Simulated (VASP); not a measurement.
Here is a VASP 6.6.1 calculation.

The input INCAR:

```
SYSTEM = Si2W
  ALGO = Normal
  EDIFF = 1E-7
  ENCUT = 520
  GGA = PE
  ISIF = 2
  ISMEAR = 0
  LASPH = .TRUE.
  LCHARG = .FALSE.
  LREAL = .FALSE.
  LWAVE = .FALSE.
  NBANDS = 43
  NELM = 80
  PREC = Accurate
  SIGMA = 0.03
```

File KPOINTS:

```
k-points
0
G
  9 9 6
  0 0 0
```

Contents of POSCAR:

```
Si2W
1.0
    4.5661651910      0.0000000000      0.0000000000
   -2.2830825955      3.9544150533      0.0000000000
    0.0000000000      0.0000000000      6.7880611730
Si W
6 3
Direct
    0.8363432358      0.6726864716      0.5000000000
    0.1636567642      0.8363432358      0.8333333333
    0.6726864716      0.8363432358      0.1666666667
    0.1636567642      0.3273135284      0.5000000000
    0.8363432358      0.1636567642      0.8333333333
    0.3273135284      0.1636567642      0.1666666667
    0.0000000000      0.5000000000      0.1666666667
    0.5000000000      0.5000000000      0.8333333333
    0.5000000000      0.0000000000      0.5000000000
```

Potentials or basis: VASP PAW PBE potentials, release 64 (Si, W_sv).

Launch:

```console
$ cat potpaw_PBE.64/Si/POTCAR potpaw_PBE.64/W_sv/POTCAR > POTCAR
$ mpirun -np 1 vasp_std > vasp.out
```

Problem. What does it give for the band gap on the k mesh?

Solution. 0.24 eV, indirect (least direct gap 0.86 eV).

Problem. Estimate the largest force.

Solution. 0.037 eV/Å.

Problem. Estimate the pressure.

Solution. 0.0 GPa.

Stress tensor (GPa, compression positive):
```
 2.54  0.00  0.00
 0.00  2.54  0.00
 0.00  0.00 -5.20
```

Caveat: spin-orbit coupling is left out, which moves the levels of the heavy elements. A k mesh can miss the band edges.
